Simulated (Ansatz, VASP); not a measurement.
# Zr: VASP beside Ansatz

```xyz
5
Lattice="5.4302 0.3167 0.0340 1.0171 4.8316 0.5114 -0.2166 2.5727 4.7040" Properties=species:S:1:pos:R:3 pbc="T T T"
Zr    1.2321    4.0605    1.4620
Zr    1.4174    1.2874    2.9413
Zr    4.0399    2.8328    2.2188
Zr    5.2431    4.8912    4.2095
Zr    3.8541    5.6059    0.7399
```

Alike in both runs: functional PBE; k mesh 4 × 4 × 4; occupations gaussian, width 0.1 eV; no spin polarisation.

Ansatz relaxed the structure, and its values are those at the end. VASP's run is a single point on that final structure, the one shown.

|  | VASP | Ansatz |
| --- | --- | --- |
| version | VASP 6.6.1 | Ansatz 0.2.0 |
| potentials or method | VASP PAW PBE potentials, release 64 (Zr_sv), cutoff 520 eV | scalar-relativistic, plane waves, PAW |
| valence electrons in the cell | 60 | 60 |

VASP gave:

| Property | Result |
| --- | --- |
| gap on the k mesh at the Fermi level (eV) | none |
| pressure (GPa) | 0.0 |

**Question.** Which values does Ansatz return?

**Answer.** gap on the k mesh at the Fermi level (eV): none; pressure (GPa): -0.1.

A gap of «none» marks a metal or a gap that the smearing closes. The functional is the same, so the differences come from potentials, cutoffs and numerics.

The k mesh is coarse, so the values compare programs but aren't converged.
